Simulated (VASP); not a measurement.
# C (Fd-3m) in VASP: further runs

The runs below take C through single point, relaxation of cell and atoms, with PBEsol.

Program: VASP 6.6.1. These are calculated values, not measurements. Logs are shortened: lines on timing, memory, paths and dates and some standing lists are left out, and cuts for length are marked.

## (1) The cell of the first run

The structure is cubic, space group Fd-3m (No. 227). Conventional cell: a = 3.691 Å, b = 3.691 Å, c = 3.691 Å, α = 90.00°, β = 90.00°, γ = 90.00°. Within 2.1 Å of C (site symmetry -43m) lie 4 C at 1.60 Å.

## (2) Single point, PBEsol (volume scaled by 1.12)

The input, INCAR:

```
  PREC = Accurate
  ENCUT = 520
  EDIFF = 1E-6
  ISMEAR = -1
  SIGMA = 0.05
  LREAL = False
  LASPH = True
  NELM = 80
  ALGO = Normal
  ISIF = 2
  LWAVE = False
  LCHARG = False
  GGA = PS
  NBANDS = 11
```

The input, KPOINTS:

```
regular mesh
0
Gamma
  13 13 13
```

The input, POSCAR:

```
C
1.0
    0.0000000000      1.8453325617      1.8453325617
    1.8453325617      0.0000000000      1.8453325617
    1.8453325617      1.8453325617      0.0000000000
C
2
Direct
    0.5000000000      0.5000000000      0.5000000000
    0.7500000000      0.7500000000      0.7500000000
```

Potentials or basis: VASP PAW PBE potentials, release 64 (C).

Command:

```
cat potpaw_PBE.64/C/POTCAR > POTCAR
mpirun -np 1 vasp_std > vasp.out
```

OUTCAR:

```text
PREC = Accurate
   ENCUT = 520
   EDIFF = 1E-6
   ISMEAR = -1
   LREAL = False
   LASPH = True
   NELM = 80
   ISIF = 2
   GGA = PS

 ion  position               nearest neighbor table
   1  0.500  0.500  0.500-   2 1.60   2 1.60   2 1.60   2 1.60
   2  0.750  0.750  0.750-   1 1.60   1 1.60   1 1.60   1 1.60

  LATTYP: Found a face centered cubic cell.
 ALAT       =     3.6906651234

  Lattice vectors:

 A1 = (   0.0000000000,   1.8453325617,   1.8453325617)
 A2 = (   1.8453325617,   0.0000000000,   1.8453325617)
 A3 = (   1.8453325617,   1.8453325617,   0.0000000000)

Analysis of symmetry for initial positions (statically):
=====================================================================
 Subroutine PRICEL returns:
 Original cell was already a primitive cell.

 Routine SETGRP: Setting up the symmetry group for a
 face centered cubic supercell.

 Subroutine GETGRP returns: Found 48 space group operations
 (whereof 24 operations were pure point group operations)
 out of a pool of 48 trial point group operations.

The static configuration has the point symmetry T_d .
 The point group associated with its full space group is O_h .

Analysis of symmetry for dynamics (positions and initial velocities):
=====================================================================
 Subroutine PRICEL returns:
 Original cell was already a primitive cell.

 Routine SETGRP: Setting up the symmetry group for a
 face centered cubic supercell.

 Subroutine GETGRP returns: Found 48 space group operations
 (whereof 24 operations were pure point group operations)
 out of a pool of 48 trial point group operations.

The dynamic configuration has the point symmetry T_d .
 The point group associated with its full space group is O_h .

 Subroutine INISYM returns: Found 48 space group operations
 (whereof 24 operations are pure point group operations),
 and found     1 'primitive' translations

----------------------------------------------------------------------------------------

                                     Primitive cell

  volume of cell :      12.5676

  direct lattice vectors                    reciprocal lattice vectors
     0.000000000  1.845332562  1.845332562    -0.270953871  0.270953871  0.270953871
     1.845332562  0.000000000  1.845332562     0.270953871 -0.270953871  0.270953871
     1.845332562  1.845332562  0.000000000     0.270953871  0.270953871 -0.270953871

  length of vectors
     2.609694336  2.609694336  2.609694336     0.469305870  0.469305870  0.469305870

  position of ions in fractional coordinates (direct lattice)
     0.500000000  0.500000000  0.500000000
     0.750000000  0.750000000  0.750000000

  ion indices of the primitive-cell ions
   primitive index   ion index
                 1           1
                 2           2

----------------------------------------------------------------------------------------

 KPOINTS: regular mesh

Automatic generation of k-mesh.
 Grid dimensions read from file:
 generate k-points for:   13   13   13

 Generating k-lattice:

  Cartesian coordinates                     Fractional coordinates (reciprocal lattice)
    -0.020842605  0.020842605  0.020842605     0.076923077  0.000000000  0.000000000
     0.020842605 -0.020842605  0.020842605     0.000000000  0.076923077  0.000000000
     0.020842605  0.020842605 -0.020842605     0.000000000  0.000000000  0.076923077

  Length of vectors
     0.036100452  0.036100452  0.036100452

  Shift w.r.t. Gamma in fractional coordinates (k-lattice)
     0.000000000  0.000000000  0.000000000

 Subroutine IBZKPT returns following result:
 ===========================================

 Found     84 irreducible k-points:

 Following reciprocal coordinates:
            Coordinates               Weight
  0.000000  0.000000  0.000000      1.000000
  0.076923  0.000000  0.000000      8.000000
  0.153846  0.000000  0.000000      8.000000
  0.230769  0.000000  0.000000      8.000000
  0.307692  0.000000  0.000000      8.000000
  0.384615  0.000000  0.000000      8.000000
[... 16 lines left out ...]
  0.384615  0.153846  0.000000     24.000000
  0.461538  0.153846  0.000000     24.000000
 [... further k-points ...]
   k-points           NKPTS =     84   k-points in BZ     NKDIM =     84   number of bands    NBANDS=     11
   number of dos      NEDOS =    301   number of ions     NIONS =      2
   total plane-waves  NPLWV =   8000
   dimension x,y,z NGX =    20 NGY =   20 NGZ =   20
   dimension x,y,z NGXF=    40 NGYF=   40 NGZF=   40
   ions per type =               2
   NGX,Y,Z   is equivalent  to a cutoff of  12.74, 12.74, 12.74 a.u.
   NGXF,Y,Z  is equivalent  to a cutoff of  25.48, 25.48, 25.48 a.u.
 SYSTEM =  unknown system
   PREC   = accura    normal or accurate (medium, high low for compatibility)
   ISTART =      0    job   : 0-new  1-cont  2-samecut
   ICHARG =      2    charge: 1-file 2-atom 10-const
   ISPIN  =      1    spin polarized calculation?
   LNONCOLLINEAR =      F non collinear calculations
   LSORBIT =      F    spin-orbit coupling
   LASPH  =      T    aspherical Exc in radial PAW
   ENCUT  =  520.0 eV  38.22 Ry    6.18 a.u.   4.85  4.85  4.85*2*pi/ulx,y,z
   NELM   =     80;   NELMIN=  2; NELMDL= -5     # of ELM steps
   EDIFF  = 0.1E-05   stopping-criterion for ELM
   LREAL  =      F    real-space projection
   EDIFFG = 0.1E-04   stopping-criterion for IOM
   NSW    =      0    number of steps for IOM
   IBRION =     -1    ionic relax: 0-MD 1-quasi-New 2-CG
   NFREE  =      0    steps in history (QN), initial steepest desc. (CG)
   ISIF   =      2    stress and relaxation
   ISYM   =      2    0-nonsym 1-usesym 2-fastsym
   POTIM  = 0.5000    time-step for ionic-motion
   TEBEG  =    0.0;   TEEND  =   0.0 temperature during run
   PSTRESS=    0.0 pullay stress
   NELECT =       8.0000    total number of electrons
   NUPDOWN=      -1.0000    fix difference up-down
   EMIN   =  10.00;   EMAX   =-10.00  energy-range for DOS
   EFERMI =   0.00;   METHOD = LEGACY
   ISMEAR =    -1;   SIGMA  =   0.05  broadening in eV -4-tet -1-fermi 0-gaus
   EFERMI_NEDOS =   21; number of points for ismear=-14 and -15
   IALGO  =     38    algorithm
   IMIX   =      4    mixing-type and parameters
     AMIX     =   0.40;   BMIX     =  1.00
     AMIX_MAG =   1.60;   BMIX_MAG =  1.00
  volume/ion in A,a.u.               =       6.28        42.41
  Fermi-wavevector in a.u.,A,eV,Ry     =   1.408273  2.661250 26.983521  1.983233
  Thomas-Fermi vector in A             =   2.530447
   LORBIT       =      0    0 simple, 1 ext, 2 COOP (PROOUT), +10 PAW based schemes
   GGA     = PS    functional components
   LHFCALC =     F    Hartree Fock is set to
   AEXX    =    0.0000 exact exchange contribution
   IVDW    =     0    specifies the selected vdW correction
   LEPSILON=     F    determine dielectric tensor
   LRPA    =     F    only Hartree local field effects (RPA)
 non-spin polarized calculation
  energy-cutoff  :      520.00
  volume of cell :       12.57
 maximum number of plane-waves:       348
   NGX =  9   NGY =  9   NGZ =  9

 number of electron       8.0000002 magnetization

 Free energy of the ion-electron system (eV)
  ---------------------------------------------------
  ext. energy  EPLUGINS =         0.00000000
  ---------------------------------------------------
  free energy    TOTEN  =       -19.06857183 eV

  energy without entropy =      -19.06857183  energy(sigma->0) =      -19.06857183

 E-fermi :   9.1426     XC(G=0): -12.9331

 val. band max:        8.2832577365   @ k =   0.0000   0.0000   0.0000
 cond. band min:      12.0753792885   @ k =   0.3846   0.3846   0.0000
 fundamental gap:      3.7921215520
 Fermi energy:         9.1426033548

 k-point     1 :       0.0000    0.0000    0.0000
  band No.  band energies     occupation
      1     -11.9101      2.00000
      2       8.2833      2.00000
      3       8.2833      2.00000
      4       8.2833      2.00000
      5      13.5425      0.00000
      6      13.5425      0.00000
      7      13.5425      0.00000
      8      19.3978      0.00000
      9      25.9762      0.00000
     10      33.6470      0.00000
     11      33.6470      0.00000

 k-point     2 :       0.0769    0.0000    0.0000
  band No.  band energies     occupation
      1     -11.7570      2.00000
      2       7.2919      2.00000
      3       8.0326      2.00000
      4       8.0326      2.00000
      5      13.8703      0.00000
      6      13.8703      0.00000
      7      14.0726      0.00000
      8      19.5909      0.00000
      9      26.2480      0.00000
     10      31.7552      0.00000
     11      31.7552      0.00000

 k-point     3 :       0.1538    0.0000    0.0000
  band No.  band energies     occupation
      1     -11.2997      2.00000
      2       5.1713      2.00000
      3       7.4627      2.00000
      4       7.4627      2.00000
      5      14.6193      0.00000
      6      14.6193      0.00000
      7      14.8722      0.00000
      8      20.1663      0.00000
      9      26.8605      0.00000
     10      30.2722      0.00000
     11      30.2722      0.00000

 k-point     4 :       0.2308    0.0000    0.0000
  band No.  band energies     occupation
      1     -10.5446      2.00000
      2       2.7379      2.00000
      3       6.8408      2.00000
      4       6.8408      2.00000
      5      15.3731      0.00000
      6      15.3897      0.00000
      7      15.3897      0.00000
      8      21.0110      0.00000
      9      27.3365      0.00000
     10      29.6774      0.00000
     11      29.6774      0.00000

 k-point     5 :       0.3077    0.0000    0.0000
  band No.  band energies     occupation
      1      -9.5071      2.00000
      2       0.3086      2.00000
      3       6.3126      2.00000
      4       6.3126      2.00000
      5      15.6186      0.00000
      6      15.9174      0.00000
      7      15.9174      0.00000
      8      21.8775      0.00000
      9      27.5278      0.00000
     10      30.0516      0.00000
     11      30.0516      0.00000
[... 211 lines left out ...]
 k-point    21 :       0.2308    0.1538    0.0000
  band No.  band energies     occupation
      1     -10.5421      2.00000
      2       4.3416      2.00000
      3       5.5359      2.00000
      4       6.0848      2.00000
      5      13.1231      0.00000
      6      17.1391      0.00000
      7      17.2521      0.00000
      8      19.2774      0.00000
      9      26.6987      0.00000
     10      27.8961      0.00000
     11      33.9734      0.00000

 k-point    22 :       0.3077    0.1538    0.0000
  band No.  band energies     occupation
      1      -9.6959      2.00000
      2       2.1140      2.00000
      3       5.0447      2.00000
      4       5.4895      2.00000
      5      13.8048      0.00000
      6      17.5942      0.00000
      7      17.9366      0.00000
      8      19.3398      0.00000
      9      27.2497      0.00000
     10      28.2307      0.00000
     11      33.5740      0.00000

 k-point    23 :       0.3846    0.1538    0.0000
  band No.  band energies     occupation
      1      -8.5804      2.00000
      2      -0.1375      2.00000
      3       4.7705      2.00000
      4       4.7861      2.00000
      5      14.4388      0.00000
      6      17.8204      0.00000
      7      18.2082      0.00000
      8      19.9588      0.00000
      9      28.0125      0.00000
     10      28.4230      0.00000
     11      33.7991      0.00000

 k-point    24 :       0.4615    0.1538    0.0000
  band No.  band energies     occupation
      1      -7.2667      2.00000
      2      -2.2065      2.00000
      3       4.1500      2.00000
      4       4.7311      2.00000
      5      14.8418      0.00000
      6      17.9165      0.00000
      7      18.1209      0.00000
      8      21.1178      0.00000
      9      27.4491      0.00000
     10      29.6572      0.00000
     11      33.7587      0.00000

 [... further k-points ...]
[... 5 lines left out ...]
  --------------------------------------------------------------------------------------
  -------------------------------------------------------------------------------------
  Total       -3.1940812     -3.1940812     -3.1940812     -0.0000000     -0.0000000      0.0000000
  in kB     -407.1951525   -407.1951525   -407.1951525     -0.0000000     -0.0000000      0.0000000
  external PRESSURE =    -407.1951525 kB  Pullay stress =       0.0000000 kB

 VOLUME and BASIS-vectors are now :
 -----------------------------------------------------------------------------
  energy-cutoff  :      520.00
  volume of cell :       12.57
      direct lattice vectors                 reciprocal lattice vectors
     0.000000000  1.845332562  1.845332562    -0.270953871  0.270953871  0.270953871
     1.845332562  0.000000000  1.845332562     0.270953871 -0.270953871  0.270953871
     1.845332562  1.845332562  0.000000000     0.270953871  0.270953871 -0.270953871

 POSITION                                       TOTAL-FORCE (eV/Angst)
 -----------------------------------------------------------------------------------
      1.84533      1.84533      1.84533        -0.000000     -0.000000     -0.000000
      2.76800      2.76800      2.76800         0.000000      0.000000      0.000000
 -----------------------------------------------------------------------------------
    total drift:                                0.000000     -0.000000      0.000000

  FREE ENERGIE OF THE ION-ELECTRON SYSTEM (eV)
  ---------------------------------------------------
  free  energy   TOTEN  =       -19.0685718267 eV

  energy  without entropy=      -19.0685718266  energy(sigma->0) =      -19.06857183
```

Run time: 20 s. Hardware: 1 thread of AMD EPYC 7R43 (Zen 3), shared host; peak memory 0.08 GiB.

What came out:

```
Free energy            : -19.0686 eV
Pressure               : -40.7 GPa
Band gap on the k mesh : 3.79 eV, indirect (least direct gap 5.26 eV)
```

Caveat: the cell differs from its parent crystal (volume scaled by 1.12); the PAW data sets were made with another functional, which shifts forces and pressure a little.

## (3) Single point, PBEsol

This run uses another cell than the first one, of 5.61 Å³/atom, 0.893 times its volume.

The input, INCAR:

```
SYSTEM = C
PREC     = Accurate       ! precision mode
ENCUT    = 520            ! plane-wave cutoff, eV
EDIFF    = 1E-6           ! SCF threshold, eV
ISMEAR   = -1             ! smearing method
SIGMA    = 0.05           ! smearing width, eV
LREAL    = .FALSE.        ! projectors in reciprocal space
LASPH    = .TRUE.         ! aspherical terms in the spheres
NELM     = 100            ! most SCF steps
ALGO     = Normal         ! electronic algorithm
ISIF     = 2              ! what is computed and relaxed
LWAVE    = .FALSE.        ! write WAVECAR
LCHARG   = .TRUE.         ! write CHGCAR
GGA      = PS             ! functional
LELF     = .TRUE.         ! ELF
LVHAR    = .TRUE.       
NBANDS   = 11             ! bands
```

The input, KPOINTS:

```
regular mesh
0
G
  14 14 14
  0 0 0
```

The input, POSCAR:

```
C
1.0
    0.0000000000      1.7769231177      1.7769231177
    1.7769231177      0.0000000000      1.7769231177
    1.7769231177      1.7769231177      0.0000000000
C
2
Direct
    0.5000000000      0.5000000000      0.5000000000
    0.7500000000      0.7500000000      0.7500000000
```

Potentials or basis: VASP PAW PBE potentials, release 64 (C).

Command:

```
cat potpaw_PBE.64/C/POTCAR > POTCAR
mpirun -np 1 vasp_std > vasp.out
```

It took 22 s on 1 thread of AMD EPYC 7R43 (Zen 3), shared host; peak memory 0.08 GiB.

The run converged. Its results:

```yaml
Free_energy: -19.2497 eV
Pressure: 1.1 GPa
Band_gap_on_the_k_mesh: 4.03 eV, indirect (least direct gap 5.57 eV)
```

Levels at points of the mesh, in eV from the valence-band top:
```tsv
k point	band 1	band 2	band 3	band 4	band 5	band 6	band 7	band 8
(0.00, 0.00, 0.00)	-21.67	0.00	0.00	0.00	5.57	5.57	5.57	13.62
(0.50, 0.00, 0.00)	-15.77	-13.59	-2.84	-2.84	8.43	8.43	8.99	15.59
(0.50, 0.50, 0.00)	-12.85	-12.85	-6.40	-6.40	4.62	4.62	16.95	16.95
```

Caveat: the PAW data sets were made with another functional, which shifts forces and pressure a little.

## (4) Relaxation of cell and atoms, PBEsol

This run uses another cell than the first one, of 5.67 Å³/atom, 0.903 times its volume.

The input, INCAR:

```
SYSTEM = C
ALGO = Normal
EDIFF = 1E-7
EDIFFG = -0.01
ENCUT = 600
GGA = PS
IBRION = 2
ISIF = 3
ISMEAR = -1
LASPH = .True.
LCHARG = .False.
LREAL = .False.
LWAVE = .False.
NELM = 60
NSW = 80
PREC = Accurate
SIGMA = 0.05
```

The input, KPOINTS:

```
k-points
0
Gamma
  8 8 8
  0 0 0
```

The input, POSCAR:

```
C
1.0
    0.0000000000      1.7834000000      1.7834000000
    1.7834000000      0.0000000000      1.7834000000
    1.7834000000      1.7834000000      0.0000000000
C
2
Direct
    0.5000000000      0.5000000000      0.5000000000
    0.7500000000      0.7500000000      0.7500000000
```

Command:

```
cat potpaw_PBE.64/C/POTCAR > POTCAR
mpirun -np 1 vasp_std > vasp.out
```

It took 12 s on 1 thread of AMD EPYC 7R43 (Zen 3), shared host; peak memory 0.08 GiB.

Results (log left out):

| Item | Value |
| --- | --- |
| Free energy | -19.2539 eV |
| Relaxed volume | 5.62 Å³/atom |
| Relaxed cell | a = 2.514 Å, b = 2.514 Å, c = 2.514 Å, α = 60.00°, β = 60.00°, γ = 60.00° |
| Space group after relaxing (to 0.05 Å) | Fd-3m (No. 227) |
| Energy gained by relaxing | 0.8 meV/atom |
| Ionic steps | 3 |
| Pressure after relaxing | 0.0 GPa |
| Band gap on the k mesh | 4.03 eV, indirect (least direct gap 5.57 eV) |

The path:
| step | energy change (eV) | largest force (eV/Å) | pressure (GPa) | volume (Å³) |
| --- | --- | --- | --- | --- |
| 1 | 0.0000 | 0.0000 | -4.42 | 11.34 |
| 2 | 0.0010 | 0.0000 | 5.84 | 11.09 |
| 3 | -0.0016 | 0.0000 | -0.01 | 11.23 |

Final structure:
```cif
data_structure
_symmetry_space_group_name_H-M 'P 1'
_symmetry_Int_Tables_number 1
_cell_length_a 2.5137
_cell_length_b 2.5137
_cell_length_c 2.5137
_cell_angle_alpha 60.000
_cell_angle_beta 60.000
_cell_angle_gamma 60.000
_cell_volume 11.23
loop_
_atom_site_label
_atom_site_type_symbol
_atom_site_fract_x
_atom_site_fract_y
_atom_site_fract_z
_atom_site_occupancy
C1 C 0.50000 0.50000 0.50000 1
C2 C 0.75000 0.75000 0.75000 1
```

Levels at points of the mesh, in eV from the valence-band top:
```
           k point  band 1  band 2  band 3  band 4  band 5  band 6  band 7  band 8
(0.00, 0.00, 0.00)  -21.66    0.00    0.00    0.00    5.57    5.57    5.57   13.60
(0.50, 0.00, 0.00)  -15.77  -13.58   -2.84   -2.84    8.42    8.42    8.97   15.58
(0.50, 0.50, 0.00)  -12.85  -12.85   -6.40   -6.40    4.62    4.62   16.93   16.93
```

Caveat: the PAW data sets were made with another functional, which shifts forces and pressure a little. PBEsol gaps usually lie below the measured ones, often by a third to a half.

## (5) Summary

```tsv
task	cell	k mesh	cutoff (eV)	gap on the mesh (eV)	pressure (GPa)
single point	a = 2.610 Å, angles 60.0°, 2 atoms	13 × 13 × 13	520	3.79	-40.7
single point	a = 2.513 Å, angles 60.0°, 2 atoms	14 × 14 × 14	520	4.03	1.1
relaxation of cell and atoms	relaxed from a = 2.522 Å, angles 60.0°, 2 atoms	8 × 8 × 8	600	4.03	0.0
```

Alike in all rows: level PBEsol; potentials or basis VASP PAW PBE potentials, release 64 (C); no spin polarisation; smearing fermi-dirac 0.05 eV.

Caveats: the PAW data sets were made with another functional, which shifts forces and pressure a little.

Total energies depend on the potentials used, so only differences within one code and one set of settings carry meaning.
